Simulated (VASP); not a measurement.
A run of VASP 6.6.1 is set up as follows.

The input INCAR:

```
SYSTEM = SiC
  ALGO = Normal
  EDIFF = 1E-7
  ENCUT = 520
  GGA = PE
  ISIF = 2
  ISMEAR = 0
  LASPH = .TRUE.
  LCHARG = .FALSE.
  LREAL = .FALSE.
  LWAVE = .FALSE.
  NBANDS = 16
  NELM = 80
  PREC = Accurate
  SIGMA = 0.01
```

KPOINTS

```
k-points
0
G
  6 6 2
  0 0 0
```

File POSCAR:

```
SiC
1.0
    3.0232216488      0.0000000000      0.0000000000
   -1.5116108244      2.6181867491      0.0000000000
    0.0000000000      0.0000000000      4.9625310189
Si C
2 2
Direct
    0.3333333333      0.6666666667      0.4995917782
    0.6666666667      0.3333333333      0.9995917782
    0.3333333333      0.6666666667      0.8754082218
    0.6666666667      0.3333333333      0.3754082218
```

Potentials or basis: VASP PAW PBE potentials, release 64 (Si, C).

Run with:

```console
$ cat potpaw_PBE.64/Si/POTCAR potpaw_PBE.64/C/POTCAR > POTCAR
$ mpirun -np 1 vasp_std > vasp.out
```

Question: What does it give for the pressure?

Answer: 16.4 GPa.

Question: What does it give for the band gap on the k mesh?

Answer: 2.17 eV, indirect (least direct gap 4.07 eV).

Question: What does it give for the largest force?

Answer: 0.026 eV/Å.

Stress tensor (GPa, compression positive):
```
16.26  0.00  0.00
 0.00 16.26  0.00
 0.00  0.00 16.70
```

Caveat: the k points lie up to 0.63 Å⁻¹ apart. A k mesh can miss the band edges.
